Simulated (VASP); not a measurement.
Input of a VASP 6.6.1 run:

Contents of INCAR:

```
SYSTEM = MnO2
PREC = Accurate ; ENCUT = 600
EDIFF = 1E-6 ; ISMEAR = 0
SIGMA = 0.05 ; LREAL = .FALSE.
LASPH = .TRUE. ; NELM = 200
ALGO = Normal ; ISIF = 2
LWAVE = .FALSE. ; LCHARG = .FALSE.
ISPIN = 2 ; MAGMOM = 3.15 0 0
LORBIT = 11 ; LMAXMIX = 4
LDAU = .TRUE. ; LDAUTYPE = 2
LDAUL = 2 -1 ; LDAUU = 3.9 0
LDAUJ = 0 0 ; LDAUPRINT = 1
GGA = PE ; NBANDS = 24
GGA_COMPAT = .FALSE.
```

Contents of KPOINTS:

```
regular mesh
0
G
  6 6 4
  0 0 0
```

POSCAR

```
MnO2
1.0
    2.9203003366      0.0000000000      0.0000000000
   -1.4601501683      2.5290542782      0.0000000000
    0.0000000000      0.0000000000      5.5070216066
Mn O
1 2
Direct
    0.0000000000      0.0000000000      0.0000000000
    0.3333333333      0.6666666667      0.1728657965
    0.6666666667      0.3333333333      0.8271342035
```

Potentials or basis: VASP PAW PBE potentials, release 64 (Mn_sv, O).

Launch:

```console
$ cat potpaw_PBE.64/Mn_sv/POTCAR potpaw_PBE.64/O/POTCAR > POTCAR
$ mpirun -np 1 vasp_std > vasp.out
```

What does it give for the net moment?

3.00 μB per cell.

Estimate the largest force.

0.064 eV/Å.

Estimate the band gap on the k mesh.

2.06 eV, indirect (least direct gap 2.33 eV).

Predict the site moments.

Mn +3.11; O -0.10 μB.

Eigenvalues of the final occupation matrices:
```
    site  spin  trace               eigenvalues
site 1 d     1   3.74  0.48 0.48 0.93 0.93 0.93
site 1 d     2   0.67  0.06 0.06 0.06 0.24 0.24
```

Caveat: a cell with one magnetic atom can't hold antiferromagnetic order, which such compounds often take. The state reached can hang on the start; a lower one may exist.
